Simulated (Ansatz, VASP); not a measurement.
**One calculation of P, two programs**

INCAR

```
SYSTEM = P
PREC = Accurate
ENCUT = 520
EDIFF = 1E-7
ISMEAR = 0
SIGMA = 0.15
LREAL = .FALSE.
LASPH = .TRUE.
NELM = 100
ALGO = Normal
ISIF = 2
LWAVE = .FALSE.
LCHARG = .FALSE.
GGA = PS
NBANDS = 18
```

File KPOINTS:

```
regular mesh
0
G
  24 24 6
  0 0 0
```

POSCAR

```
P
1.0
   -2.4347371633      0.0000000000     -0.0052449062
    0.0000000000     -2.4346254889      0.0000000000
   -1.7241204284      0.0000000000      9.5822236712
P
4
Direct
    0.3875000000      0.0000000000      0.8750000000
    0.7375000000      0.0000000000      0.3750000000
   -0.0875000000      0.0000000000      0.1250000000
   -0.4375000000      0.0000000000      0.6250000000
```

Input for Ansatz:

```yaml
crystal:
  lattice:
    - [-2.4347371633, 0.0, -0.0052449062]
    - [0.0, -2.4346254889, 0.0]
    - [-1.7241204284, 0.0, 9.5822236712]
  atoms:
    - { symbol: P, position: [0.3875, 0.0, 0.875] }
    - { symbol: P, position: [0.7375, 0.0, 0.375] }
    - { symbol: P, position: [-0.0875, 0.0, 0.125] }
    - { symbol: P, position: [-0.4375, 0.0, 0.625] }
basis:
  ecutwfc: 420
kpoints:
  mp_grid: { grid: [24, 24, 6] }
hamiltonian:
  xc: pbesol
scf:
  occupations: { method: gaussian, width: 0.15 }
output:
  forces: true
  stress: true
  eigenvalues: true
```

Alike in both runs: task single point; functional PBEsol; k mesh 24 × 24 × 6; occupations gaussian, width 0.15 eV; no spin polarisation.

|  | VASP | Ansatz |
| --- | --- | --- |
| version | VASP 6.6.1 | Ansatz 0.2.0 |
| potentials or method | VASP PAW PBE potentials, release 64 (P), cutoff 520 eV | scalar-relativistic, plane waves, PAW |
| valence electrons in the cell | 20 | 20 |

VASP gave:

```
gap on the k mesh at the Fermi level (eV)                     : none
pressure (GPa)                                                : 0.2
traceless stress, the component that is largest in VASP (GPa) : -3.74
rms of the force components (eV/Å)                            : 0.235
```

Problem. What did Ansatz give for the same quantities?

Solution. gap on the k mesh at the Fermi level (eV): none; pressure (GPa): 0.1; traceless stress, the component that is largest in VASP (GPa): -3.74; rms of the force components (eV/Å): 0.233.

VASP's potentials were made for PBE, not for PBEsol. Atom by atom the forces differ by 0.002 eV/Å (rms over components). A gap of «none» marks a metal or a gap that the smearing closes.
